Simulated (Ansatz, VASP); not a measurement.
**Rh: VASP beside Ansatz**

The input INCAR:

```
SYSTEM = Rh
PREC = Accurate ; ENCUT = 530
EDIFF = 1E-6 ; ISMEAR = 0
SIGMA = 1.0 ; LREAL = .FALSE.
LASPH = .TRUE. ; NELM = 120
ALGO = Normal ; ISIF = 2
LWAVE = .FALSE. ; LCHARG = .FALSE.
NBANDS = 14 ; GGA_COMPAT = .FALSE.
```

Contents of KPOINTS:

```
regular mesh
0
G
  14 14 14
  0 0 0
```

POSCAR

```
Rh
1.0
    0.0000000000      1.8776226225      1.8776226225
    1.8776226225      0.0000000000      1.8776226225
    1.8776226225      1.8776226225      0.0000000000
Rh
1
Direct
    0.0000000000      0.0000000000      0.0000000000
```

Input for Ansatz:

```yaml
crystal:
  lattice:
    - [0.0, 1.8776226225, 1.8776226225]
    - [1.8776226225, 0.0, 1.8776226225]
    - [1.8776226225, 1.8776226225, 0.0]
  atoms:
    - { symbol: Rh, position: [0.0, 0.0, 0.0] }
hamiltonian:
  xc: lda
  pseudopotentials:
    kind: paw
    azcp:
      Rh: "pseudopotentials/Rh.paw.azcp"
basis:
  ecutwfc: 420
  fft_grid_basis: typed
kpoints:
  mp_grid: { grid: [14, 14, 14], shift: [0, 0, 0] }
magnetization:
  spin_polarized: false
scf:
  occupations: { method: gaussian, width: 1.0 }
  lower_state_search: "off"
output:
  stress: true
```

Alike in both runs: task single point; functional LDA; k mesh 14 × 14 × 14; occupations gaussian, width 1 eV; no spin polarisation.

|  | VASP | Ansatz |
| --- | --- | --- |
| version | VASP 6.6.1 | Ansatz 0.2.0 |
| potentials or method | VASP PAW LDA potentials, release 64 (Rh_sv_GW), cutoff 530 eV | plane waves (420 eV) with PAW, scalar-relativistic |
| valence electrons in the cell | 17 | 17 |

|  | VASP | Ansatz | Ansatz less VASP |
| --- | --- | --- | --- |
| pressure (GPa) | 3.8 | 5.8 | +1.99 |

Ansatz warns that its potentials were made for another functional, while VASP's fit it. LDA's correlation is that of Perdew and Zunger in VASP and of Perdew and Wang (1992) in Ansatz.
